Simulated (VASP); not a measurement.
Input of a VASP 6.6.1 run:

File INCAR:

```
SYSTEM = Al16Si
  PREC = Accurate
  ENCUT = 520
  EDIFF = 1E-6
  ISMEAR = -1
  SIGMA = 0.15
  LREAL = Auto
  LASPH = .TRUE.
  NELM = 60
  ALGO = Normal
  ISIF = 2
  LWAVE = .FALSE.
  LCHARG = .FALSE.
  GGA = PE
  IBRION = 2
  NSW = 80
  EDIFFG = -0.03
```

File KPOINTS:

```
Automatic mesh
0
G
  2 3 1
  0 0 0
```

POSCAR

```
Al16Si
1.0
    8.1000000000      0.0000000000      0.0000000000
    0.0000000000      5.7275650000      0.0000000000
    0.0000000000      0.0000000000     17.2956740000
Al Si
16 1
Selective dynamics
Direct
    0.2500000000      0.2500000000      0.0578179000  F F F
    0.7500000000      0.2500000000      0.0578179000  F F F
    0.2500000000      0.7500000000      0.0578179000  F F F
    0.7500000000      0.7500000000      0.0578179000  F F F
    0.0000000000      0.0000000000      0.1406069000  T T T
    0.5000000000      0.0000000000      0.1406069000  T T T
    0.0000000000      0.5000000000      0.1406069000  T T T
    0.5000000000      0.5000000000      0.1406069000  T T T
    0.2500000000      0.2500000000      0.2233959000  T T T
    0.7500000000      0.2500000000      0.2233959000  T T T
    0.2500000000      0.7500000000      0.2233959000  T T T
    0.7500000000      0.7500000000      0.2233959000  T T T
    0.0000000000      0.0000000000      0.3061849000  T T T
    0.5000000000      0.0000000000      0.3061849000  T T T
    0.0000000000      0.5000000000      0.3061849000  T T T
    0.5000000000      0.5000000000      0.3061849000  T T T
    0.1730997000      0.8066311000      0.3975372000  T T T
```

Potentials or basis: VASP PAW PBE potentials, release 64 (Al, Si).

Launch:

```bash
$ cat potpaw_PBE.64/Al/POTCAR potpaw_PBE.64/Si/POTCAR > POTCAR
$ mpirun -np 1 vasp_std > vasp.out
```

Predict the energy gained by relaxing.

59.1 meV/atom.

Predict the band gap on the k mesh.

0.02 eV (least direct gap 0.19 eV).

Step by step:
| step | energy change (eV) | largest force on free atoms (eV/Å) | pressure (GPa) |
| --- | --- | --- | --- |
| 1 | 0.0000 | 1.2665 | -1.42 |
| 2 | -0.1542 | 1.2407 | -1.44 |
| 3 | -0.3523 | 1.2593 | -1.30 |
| 4 | -0.4842 | 0.9128 | -1.16 |
| 5 | -0.5499 | 0.8393 | -0.92 |
| 6 | -0.6721 | 0.7088 | -0.87 |
| 7 | -0.7428 | 0.8399 | -0.72 |
| 8 | -0.8579 | 0.4237 | -0.76 |
| 9 | -0.8815 | 0.4671 | -0.76 |
| 10 | -0.9489 | 0.2506 | -0.68 |
| 11 | -0.9578 | 0.2645 | -0.63 |
| 12 | -0.9806 | 0.1330 | -0.58 |
| 13 | -0.9837 | 0.1894 | -0.56 |
| 14 | -0.9920 | 0.0835 | -0.55 |
| 15 | -0.9921 | 0.0892 | -0.55 |
| 16 | -0.9974 | 0.0540 | -0.52 |
| 17 | -0.9983 | 0.0605 | -0.50 |
| 18 | -1.0009 | 0.0480 | -0.48 |
| 19 | -1.0018 | 0.0720 | -0.45 |
| 20 | -1.0035 | 0.0520 | -0.44 |
| 21 | -1.0038 | 0.0826 | -0.43 |
| 22 | -1.0052 | 0.0287 | -0.40 |

Caveat: the smearing spreads over this small gap; there is no dipole correction, which matters where the two faces differ.
